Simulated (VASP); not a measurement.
Wanted: the native input for a VASP 6.6.1 run.

```
Task                   : relaxation of cell and atoms
Functional             : revPBE
Dispersion             : D3(BJ)
Potentials or basis    : VASP PAW PBE potentials, release 64 (W_sv, S)
Cutoff                 : 600 eV
k mesh                 : 10 × 10 × 3
Occupations            : fermi-dirac, width 0.05 eV
Spin                   : no spin polarisation
Dipole correction      : no
Further INCAR settings : ALGO = Normal; EDIFF = 1e-06; IBRION = 2; EDIFFG = -0.01; NSW = 60; ISIF = 3
```

The structure of WS2 (Tungstenite) lies in POSCAR:

```
WS2
1.0
    3.1800000000      0.0000000000      0.0000000000
   -1.5900000000      2.7539607840      0.0000000000
    0.0000000000      0.0000000000     12.5000000000
W S
2 4
Direct
    0.6666666667      0.3333333333      0.7500000000
    0.3333333333      0.6666666667      0.2500000000
    0.6666666667      0.3333333333      0.3750000000
    0.3333333333      0.6666666667      0.8750000000
    0.6666666667      0.3333333333      0.1250000000
    0.3333333333      0.6666666667      0.6250000000
```

The input as run:

INCAR

```
SYSTEM = WS2
ALGO     = Normal         ! electronic algorithm
EDIFF    = 1E-6           ! SCF threshold, eV
EDIFFG   = -0.01          ! ionic threshold
ENCUT    = 600            ! plane-wave cutoff, eV
GGA      = RE             ! functional
IBRION   = 2              ! ionic algorithm
ISIF     = 3              ! what is computed and relaxed
ISMEAR   = -1             ! smearing method
IVDW     = 12             ! dispersion correction
LASPH    = .TRUE.         ! aspherical terms in the spheres
LCHARG   = .FALSE.        ! write CHGCAR
LREAL    = .FALSE.        ! projectors in reciprocal space
LWAVE    = .FALSE.        ! write WAVECAR
NELM     = 100            ! most SCF steps
NSW      = 60             ! ionic steps
PREC     = Accurate       ! precision mode
SIGMA    = 0.05           ! smearing width, eV
```

KPOINTS

```
k-points
0
G
  10 10 3
  0 0 0
```

Potentials or basis: VASP PAW PBE potentials, release 64 (W_sv, S).

Launch:

```sh
$ cat potpaw_PBE.64/W_sv/POTCAR potpaw_PBE.64/S/POTCAR > POTCAR
$ mpirun -np 1 vasp_std > vasp.out
```

It gave:

```
Relaxed volume                         : 16.68 Å³/atom
Relaxed cell                           : a = 3.135 Å, b = 3.135 Å, c = 11.761 Å, α = 90.00°, β = 90.00°, γ = 120.00°
Space group after relaxing (to 0.05 Å) : P6_3/mmc (No. 194)
Energy gained by relaxing              : 24.3 meV/atom
Ionic steps                            : 13
Pressure after relaxing                : 0.0 GPa
Band gap on the k mesh                 : 0.82 eV, indirect (least direct gap 2.13 eV)
Dispersion energy per atom             : -0.883 eV
```

Caveat: the PAW data sets were made with another functional, which shifts forces and pressure a little; spin-orbit coupling is left out, which moves the levels of the heavy elements.

Wall time 14 min on 1 thread of Intel(R) Xeon(R) Platinum 8488C (Sapphire Rapids) (shared host), peak memory 0.36 GiB.
